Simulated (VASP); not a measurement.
# Te (I4_1/amd) in VASP: further runs

Te is run at these levels: PBE; tasks: single point, relaxation of cell and atoms.

Program: VASP 6.6.1. These are calculated values, not measurements. Logs are shortened: lines on timing, memory, paths and dates and some standing lists are left out, and cuts for length are marked.

### 1 The cell of the first run

The structure is tetragonal, space group I4_1/amd (No. 141). Conventional cell: a = 6.311 Å, b = 6.311 Å, c = 3.133 Å, α = 90.00°, β = 90.00°, γ = 90.00°. Te (site symmetry -4m2) has 10 Te at 3.13 to 3.93 Å within 4.1 Å.

### 2 Single point, PBE

Contents of INCAR:

```
ALGO = Normal
EDIFF = 1E-6
ENCUT = 520
GGA = PE
ISIF = 2
ISMEAR = -1
LASPH = True
LCHARG = False
LREAL = False
LWAVE = False
NBANDS = 13
NELM = 60
PREC = Accurate
SIGMA = 0.08
```

Contents of KPOINTS:

```
k-points
0
Gamma
  13 13 13
```

Contents of POSCAR:

```
Te
1.0
   -3.1557246545      3.1557246545      1.5666461652
    3.1557246545     -3.1557246545      1.5666461652
    3.1557246545      3.1557246545     -1.5666461652
Te
2
Direct
   -0.3750000000     -0.1250000000     -0.2500000000
    0.3750000000      0.1250000000      0.2500000000
```

Potentials or basis: VASP PAW PBE potentials, release 64 (Te).

Launch:

```console
$ cat potpaw_PBE.64/Te/POTCAR > POTCAR
$ mpirun -np 1 vasp_std > vasp.out
```

OUTCAR:

```text
EDIFF = 1E-6
   ENCUT = 520
   GGA = PE
   ISIF = 2
   ISMEAR = -1
   LASPH = True
   LREAL = False
   NELM = 60
   PREC = Accurate

 ion  position               nearest neighbor table
   1  0.625  0.875  0.750-   2 3.25   2 3.25   2 3.25   2 3.25
   2  0.375  0.125  0.250-   1 3.25   1 3.25   1 3.25   1 3.25

  LATTYP: Found a body centered tetragonal cell.
 ALAT       =     6.3114493090
 C/A-ratio  =     0.4964457729

  Lattice vectors:

 A1 = (  -3.1557246545,   3.1557246545,   1.5666461652)
 A2 = (   3.1557246545,  -3.1557246545,   1.5666461652)
 A3 = (   3.1557246545,   3.1557246545,  -1.5666461652)

Analysis of symmetry for initial positions (statically):
=====================================================================
 Subroutine PRICEL returns:
 Original cell was already a primitive cell.

 Routine SETGRP: Setting up the symmetry group for a
 body centered tetragonal supercell.

 Subroutine GETGRP returns: Found 16 space group operations
 (whereof  4 operations were pure point group operations)
 out of a pool of 16 trial point group operations.

The static configuration has the point symmetry C_2h.
 The point group associated with its full space group is D_4h.

Analysis of symmetry for dynamics (positions and initial velocities):
=====================================================================
 Subroutine PRICEL returns:
 Original cell was already a primitive cell.

 Routine SETGRP: Setting up the symmetry group for a
 body centered tetragonal supercell.

 Subroutine GETGRP returns: Found 16 space group operations
 (whereof  4 operations were pure point group operations)
 out of a pool of 16 trial point group operations.

The dynamic configuration has the point symmetry C_2h.
 The point group associated with its full space group is D_4h.

 Subroutine INISYM returns: Found 16 space group operations
 (whereof  4 operations are pure point group operations),
 and found     1 'primitive' translations

----------------------------------------------------------------------------------------

                                     Primitive cell

  volume of cell :      62.4064

  direct lattice vectors                    reciprocal lattice vectors
    -3.155724655  3.155724655  1.566646165     0.000000000  0.158442214  0.319153113
     3.155724655 -3.155724655  1.566646165     0.158442214  0.000000000  0.319153113
     3.155724655  3.155724655 -1.566646165     0.158442214  0.158442214  0.000000000

  length of vectors
     4.729860082  4.729860082  4.729860082     0.356318179  0.356318179  0.224071127

  position of ions in fractional coordinates (direct lattice)
     0.625000000  0.875000000  0.750000000
     0.375000000  0.125000000  0.250000000

  ion indices of the primitive-cell ions
   primitive index   ion index
                 1           1
                 2           2

----------------------------------------------------------------------------------------

 KPOINTS: k-points

Automatic generation of k-mesh.
 Grid dimensions read from file:
 generate k-points for:   13   13   13

 Generating k-lattice:

  Cartesian coordinates                     Fractional coordinates (reciprocal lattice)
     0.000000000  0.012187863  0.024550239     0.076923077 -0.000000000  0.000000000
     0.012187863  0.000000000  0.024550239    -0.000000000  0.076923077  0.000000000
     0.012187863  0.012187863  0.000000000     0.000000000  0.000000000  0.076923077

  Length of vectors
     0.027409091  0.027409091  0.017236241

  Shift w.r.t. Gamma in fractional coordinates (k-lattice)
     0.000000000  0.000000000  0.000000000

 Subroutine IBZKPT returns following result:
 ===========================================

 Found    196 irreducible k-points:

 Following reciprocal coordinates:
            Coordinates               Weight
  0.000000  0.000000  0.000000      1.000000
  0.076923  0.000000  0.000000      8.000000
  0.153846  0.000000  0.000000      8.000000
  0.230769  0.000000  0.000000      8.000000
  0.307692  0.000000  0.000000      8.000000
  0.384615  0.000000  0.000000      8.000000
[... 16 lines left out ...]
  0.384615  0.153846  0.000000     16.000000
  0.461538  0.153846  0.000000     16.000000
 [... further k-points ...]
   k-points           NKPTS =    196   k-points in BZ     NKDIM =    196   number of bands    NBANDS=     13
   number of dos      NEDOS =    301   number of ions     NIONS =      2
   total plane-waves  NPLWV =  46656
   dimension x,y,z NGX =    36 NGY =   36 NGZ =   36
   dimension x,y,z NGXF=    72 NGYF=   72 NGZF=   72
   ions per type =               2
   NGX,Y,Z   is equivalent  to a cutoff of  12.65, 12.65, 12.65 a.u.
   NGXF,Y,Z  is equivalent  to a cutoff of  25.31, 25.31, 25.31 a.u.
 SYSTEM =  unknown system
   PREC   = accura    normal or accurate (medium, high low for compatibility)
   ISTART =      0    job   : 0-new  1-cont  2-samecut
   ICHARG =      2    charge: 1-file 2-atom 10-const
   ISPIN  =      1    spin polarized calculation?
   LNONCOLLINEAR =      F non collinear calculations
   LSORBIT =      F    spin-orbit coupling
   LASPH  =      T    aspherical Exc in radial PAW
   ENCUT  =  520.0 eV  38.22 Ry    6.18 a.u.   8.79  8.79  8.79*2*pi/ulx,y,z
   NELM   =     60;   NELMIN=  2; NELMDL= -5     # of ELM steps
   EDIFF  = 0.1E-05   stopping-criterion for ELM
   LREAL  =      F    real-space projection
   EDIFFG = 0.1E-04   stopping-criterion for IOM
   NSW    =      0    number of steps for IOM
   IBRION =     -1    ionic relax: 0-MD 1-quasi-New 2-CG
   NFREE  =      0    steps in history (QN), initial steepest desc. (CG)
   ISIF   =      2    stress and relaxation
   ISYM   =      2    0-nonsym 1-usesym 2-fastsym
   POTIM  = 0.5000    time-step for ionic-motion
   TEBEG  =    0.0;   TEEND  =   0.0 temperature during run
   PSTRESS=    0.0 pullay stress
   NELECT =      12.0000    total number of electrons
   NUPDOWN=      -1.0000    fix difference up-down
   EMIN   =  10.00;   EMAX   =-10.00  energy-range for DOS
   EFERMI =   0.00;   METHOD = LEGACY
   ISMEAR =    -1;   SIGMA  =   0.08  broadening in eV -4-tet -1-fermi 0-gaus
   EFERMI_NEDOS =   21; number of points for ismear=-14 and -15
   IALGO  =     38    algorithm
   IMIX   =      4    mixing-type and parameters
     AMIX     =   0.40;   BMIX     =  1.00
     AMIX_MAG =   1.60;   BMIX_MAG =  1.00
  volume/ion in A,a.u.               =      31.20       210.57
  Fermi-wavevector in a.u.,A,eV,Ry     =   0.944914  1.785628 12.148127  0.892862
  Thomas-Fermi vector in A             =   2.072765
   LORBIT       =      0    0 simple, 1 ext, 2 COOP (PROOUT), +10 PAW based schemes
   GGA     = PE    functional components
   LHFCALC =     F    Hartree Fock is set to
   AEXX    =    0.0000 exact exchange contribution
   IVDW    =     0    specifies the selected vdW correction
   LEPSILON=     F    determine dielectric tensor
   LRPA    =     F    only Hartree local field effects (RPA)
 non-spin polarized calculation
  energy-cutoff  :      520.00
  volume of cell :       62.41
 maximum number of plane-waves:      1710
   NGX = 17   NGY = 17   NGZ = 17

 number of electron      11.9999998 magnetization

 Free energy of the ion-electron system (eV)
  ---------------------------------------------------
  ext. energy  EPLUGINS =         0.00000000
  ---------------------------------------------------
  free energy    TOTEN  =        -5.86231334 eV

  energy without entropy =       -5.83343595  energy(sigma->0) =       -5.84787465

 E-fermi :   7.0707     XC(G=0):  -9.5463

 val. band max:        7.0617607435   @ k =  -0.1538   0.3077   0.0769
 cond. band min:       7.0737106273   @ k =   0.4615   0.3846   0.0000
 fundamental gap:      0.0119498838
 Fermi energy:         7.0707461408

 k-point     1 :       0.0000    0.0000    0.0000
  band No.  band energies     occupation
      1      -6.7992      2.00000
      2      -3.2901      2.00000
      3       2.5585      2.00000
      4       2.5585      2.00000
      5       8.0341      0.00001
      6       8.0341      0.00001
      7       9.0619      0.00000
      8       9.8100      0.00000
      9       9.8769      0.00000
     10      13.2713      0.00000
     11      13.4047      0.00000
     12      15.4973      0.00000
     13      15.6151      0.00000

 k-point     2 :       0.0769    0.0000    0.0000
  band No.  band energies     occupation
      1      -6.6999      2.00000
      2      -3.2593      2.00000
      3       2.5990      2.00000
      4       2.7176      2.00000
      5       7.8377      0.00014
      6       8.0828      0.00001
      7       9.0656      0.00000
      8       9.0865      0.00000
      9       9.2211      0.00000
     10      13.3827      0.00000
     11      13.6395      0.00000
     12      16.0017      0.00000
     13      16.0264      0.00000

 k-point     3 :       0.1538    0.0000    0.0000
  band No.  band energies     occupation
      1      -6.4051      2.00000
      2      -3.1636      2.00000
      3       2.7222      2.00000
      4       3.1730      2.00000
      5       7.0751      0.97309
      6       7.5342      0.00608
      7       7.7995      0.00022
      8       8.1950      0.00000
      9       9.6897      0.00000
     10      13.6282      0.00000
     11      13.8741      0.00000
     12      14.4164      0.00000
     13      15.2110      0.00000
[... 305 lines left out ...]
 k-point    23 :       0.3846    0.1538    0.0000
  band No.  band energies     occupation
      1      -3.8359      2.00000
      2      -2.7746      2.00000
      3       1.4220      2.00000
      4       2.6567      2.00000
      5       3.9911      2.00000
      6       5.3133      2.00000
      7       7.5160      0.00763
      8       7.6618      0.00124
      9      11.7749      0.00000
     10      12.1342      0.00000
     11      13.4256      0.00000
     12      15.3379      0.00000
     13      15.6531      0.00000

 k-point    24 :       0.4615    0.1538    0.0000
  band No.  band energies     occupation
      1      -4.2277      2.00000
      2      -3.0654      2.00000
      3       2.0070      2.00000
      4       3.3270      2.00000
      5       3.6725      2.00000
      6       5.4072      2.00000
      7       7.0318      1.23857
      8       7.9524      0.00003
      9      12.0152      0.00000
     10      12.5940      0.00000
     11      13.4987      0.00000
     12      14.8418      0.00000
     13      16.2420      0.00000

 [... further k-points ...]

------------------------ aborting loop because EDIFF is reached ----------------------------------------

  FORCE on cell =-STRESS in cart. coord.  units (eV):
  Direction    XX          YY          ZZ          XY          YZ          ZX
  --------------------------------------------------------------------------------------
  -------------------------------------------------------------------------------------
  Total        0.6013008      0.6013008      0.6014328      0.0000000      0.0000000      0.0000000
  in kB       15.4373671     15.4373671     15.4407565      0.0000000      0.0000000      0.0000000
  external PRESSURE =      15.4384969 kB  Pullay stress =       0.0000000 kB

 VOLUME and BASIS-vectors are now :
 -----------------------------------------------------------------------------
  energy-cutoff  :      520.00
  volume of cell :       62.41
      direct lattice vectors                 reciprocal lattice vectors
    -3.155724655  3.155724655  1.566646165     0.000000000  0.158442214  0.319153113
     3.155724655 -3.155724655  1.566646165     0.158442214  0.000000000  0.319153113
     3.155724655  3.155724655 -1.566646165     0.158442214  0.158442214  0.000000000

 POSITION                                       TOTAL-FORCE (eV/Angst)
 -----------------------------------------------------------------------------------
      3.15572      1.57786      1.17498        -0.000000      0.000000     -0.000000
      0.00000      1.57786      0.39166         0.000000     -0.000000      0.000000
 -----------------------------------------------------------------------------------
    total drift:                               -0.000000     -0.000000      0.000000

  FREE ENERGIE OF THE ION-ELECTRON SYSTEM (eV)
  ---------------------------------------------------
  free  energy   TOTEN  =        -5.8623133416 eV

  energy  without entropy=       -5.8334359522  energy(sigma->0) =       -5.84787465
```

Wall time 3.8 min (1 thread of Oxide Virtual Turin-like, shared host); peak memory 0.26 GiB.

Results:

* Free energy: -5.8623 eV
* Pressure: 1.5 GPa
* Band gap on the k mesh: zero (bands 6 and 7 overlap by 3.47 eV)

Levels at points of the mesh, in eV from the Fermi level:
```csv
k point,band 3,band 4,band 5,band 6,band 7,band 8,band 9,band 10
"(0.00, 0.00, 0.00)",-4.51,-4.51,0.96,0.96,1.99,2.74,2.81,6.20
```

Caveat: spin-orbit coupling is left out, which moves the levels of the heavy elements.

### 3 Single point, PBE

Contents of INCAR:

```
SYSTEM = Te
PREC = Accurate
ENCUT = 520
EDIFF = 1E-6
ISMEAR = -1
SIGMA = 0.08
LREAL = .FALSE.
LASPH = .TRUE.
NELM = 100
ALGO = Normal
ISIF = 2
LWAVE = .FALSE.
LCHARG = .FALSE.
GGA = PE
NBANDS = 13
```

Contents of KPOINTS:

```
regular mesh
0
G
  13 13 13
  0 0 0
```

POSCAR is that of step 2.

Potentials or basis: VASP PAW PBE potentials, release 64 (Te).

Launch:

```console
$ cat potpaw_PBE.64/Te/POTCAR > POTCAR
$ mpirun -np 1 vasp_std > vasp.out
```

Wall time 3.4 min (1 thread of Oxide Virtual Turin-like, shared host); peak memory 0.26 GiB.

The run converged. Its results:

- Free energy: -5.8623 eV
- Pressure: 1.5 GPa
- Band gap on the k mesh: zero (bands 6 and 7 overlap by 3.47 eV)

Levels at points of the mesh, in eV from the Fermi level:
```csv
k point,band 2,band 3,band 4,band 5,band 6,band 7,band 8,band 9,band 10,band 11
"(0.00, 0.00, 0.00)",-10.36,-4.51,-4.51,0.96,0.96,1.99,2.74,2.81,6.20,6.33
```

Caveat: spin-orbit coupling is left out, which moves the levels of the heavy elements.

### 4 Relaxation of cell and atoms, PBE, target pressure 1.6 GPa, at which the enthalpy is minimised

This run uses another cell than the first one, of 28.64 Å³/atom.

Contents of INCAR:

```
PREC = Accurate ; ENCUT = 600
EDIFF = 1E-6 ; ISMEAR = -1
SIGMA = 0.08 ; LREAL = F
LASPH = T ; NELM = 100
ALGO = Normal ; ISIF = 3
LWAVE = F ; LCHARG = F
GGA = PE ; IBRION = 2
NSW = 60 ; EDIFFG = -0.005
PSTRESS = 16.0
```

Contents of KPOINTS:

```
regular mesh
0
Gamma
  13 13 13
```

Contents of POSCAR:

```
Te
1.0
   -2.9637480614      2.9637480614      1.6300614338
    2.9637480614     -2.9637480614      1.6300614338
    2.9637480614      2.9637480614     -1.6300614338
Te
2
Direct
   -0.3750000000     -0.1250000000     -0.2500000000
    0.3750000000      0.1250000000      0.2500000000
```

Launch:

```console
$ cat potpaw_PBE.64/Te/POTCAR > POTCAR
$ mpirun -np 1 vasp_std > vasp.out
```

Run time: 20 min. Hardware: 1 thread of Oxide Virtual Turin-like, shared host; peak memory 0.26 GiB.

The run converged. Its results:

* Free energy: -5.8616 eV
* Relaxed volume: 31.18 Å³/atom
* Relaxed cell: a = 4.728 Å, b = 4.728 Å, c = 4.728 Å, α = 96.30°, β = 96.30°, γ = 141.31°
* Space group after relaxing (to 0.1 Å): I4_1/amd (No. 141)
* Energy change on relaxing (the run minimises the enthalpy): -94.2 meV/atom
* Ionic steps: 13
* Pressure after relaxing: 1.6 GPa
* Band gap on the k mesh: zero (bands 6 and 7 overlap by 3.48 eV)

Step by step:
```
step  energy change (eV)  largest force (eV/Å)  pressure (GPa)  volume (Å³)
   1              0.0000                0.0000            7.22        57.27
   2             -0.1509                0.0000           -1.23        66.00
   3             -0.1458                0.0000            1.33        62.62
   4             -0.1576                0.0000            1.39        62.51
   5             -0.1855                0.0000            1.80        62.09
   6             -0.1849                0.0000            1.91        62.03
   7             -0.1853                0.0000            1.85        62.06
   8             -0.1917                0.0000            1.29        62.71
   9             -0.1883                0.0000            1.61        62.34
  10             -0.1883                0.0000            1.62        62.34
  11             -0.1901                0.0000            1.45        62.53
  12             -0.1884                0.0000            1.60        62.35
  13             -0.1885                0.0000            1.59        62.35
```

Final structure:
```xyz
2
Lattice="-3.1547 3.1547 1.5663 3.1547 -3.1547 1.5663 3.1547 3.1547 -1.5663" Properties=species:S:1:pos:R:3 pbc="T T T"
Te    3.1547    1.5774    1.1747
Te    0.0000    1.5774    0.3916
```

Levels at points of the mesh, in eV from the Fermi level:
| k point | band 2 | band 3 | band 4 | band 5 | band 6 | band 7 | band 8 | band 9 | band 10 |
| --- | --- | --- | --- | --- | --- | --- | --- | --- | --- |
| (0.00, 0.00, 0.00) | -10.36 | -4.52 | -4.52 | 0.96 | 0.96 | 1.99 | 2.74 | 2.81 | 6.20 |

Caveat: the cell is relaxed towards a set pressure, so the run minimises the enthalpy, not the energy; spin-orbit coupling is left out, which moves the levels of the heavy elements.
